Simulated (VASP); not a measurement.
Runs of VASP 6.6.1 on CaCl. The structure is that of space group P6_3mc (No. 186), or close to it. The cells are those of the table. 

```csv
task,cell,k mesh,cutoff (eV),gap on the mesh (eV),pressure (GPa),largest force (eV/Å)
single point,"a = 3.976, b = 3.976, c = 9.168 Å, angles 90.0, 90.0, 120.0°, 4 atoms",12 × 12 × 6,520,none,0.0,-
single point,"a = 4.609, b = 4.609, c = 7.403 Å, angles 90.0, 90.0, 120.0°, 4 atoms",6 × 6 × 4,520,none,(b),0.01
relaxation of cell and atoms,"relaxed from a = 4.255, b = 4.255, c = 6.814 Å, angles 90.0, 90.0, 120.0°, 4 atoms",6 × 6 × 4,600,none,0.1,0.02
single point,"a = 4.255, b = 4.255, c = 6.814 Å, angles 90.0, 90.0, 120.0°, 4 atoms",6 × 6 × 4,520,none,(a),0.08
```

Alike in all rows: level PBE; potentials or basis VASP PAW PBE potentials, release 64 (Ca_sv, Cl); no spin polarisation; smearing gaussian 0.1 eV.

**Question.** Fill in the values left out.

**Answer.** (a) 8.6; (b) 0.2.

A gap of «none» marks levels without a gap at the run's occupations.
